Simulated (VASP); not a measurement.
A run of VASP 6.6.1 is set up as follows.

Contents of INCAR:

```
ALGO = Normal ; EDIFF = 1E-6
ENCUT = 600 ; GGA = PE
GGA_COMPAT = F ; ISIF = 2
ISMEAR = 0 ; LASPH = T
LCHARG = T ; LELF = T
LREAL = F ; LVHAR = T
LWAVE = F ; NBANDS = 17
NELM = 120 ; PREC = Accurate
SIGMA = 0.1
```

KPOINTS

```
k-points
0
Gamma
  6 6 6
```

POSCAR

```
MgB2
1.0
    0.0000000000      3.1800491300      3.1800491300
    3.1800491300      0.0000000000      3.1800491300
    3.1800491300      3.1800491300      0.0000000000
Mg B
2 4
Direct
    0.0000000000      0.0000000000      0.0000000000
    0.2500000000      0.2500000000      0.2500000000
    0.6250000000      0.1250000000      0.6250000000
    0.6250000000      0.6250000000      0.1250000000
    0.1250000000      0.6250000000      0.6250000000
    0.6250000000      0.6250000000      0.6250000000
```

Potentials or basis: VASP PAW PBE potentials, release 64 (Mg, B).

The run is started by

```sh
$ cat potpaw_PBE.64/Mg/POTCAR potpaw_PBE.64/B/POTCAR > POTCAR
$ mpirun -np 1 vasp_std > vasp.out
```

Q: What does it give for the pressure?

A: -19.1 GPa.

Q: Estimate the band gap on the k mesh.

A: Zero (bands 8 and 9 overlap by 3.20 eV).

Caveat: the cell stands under tension.
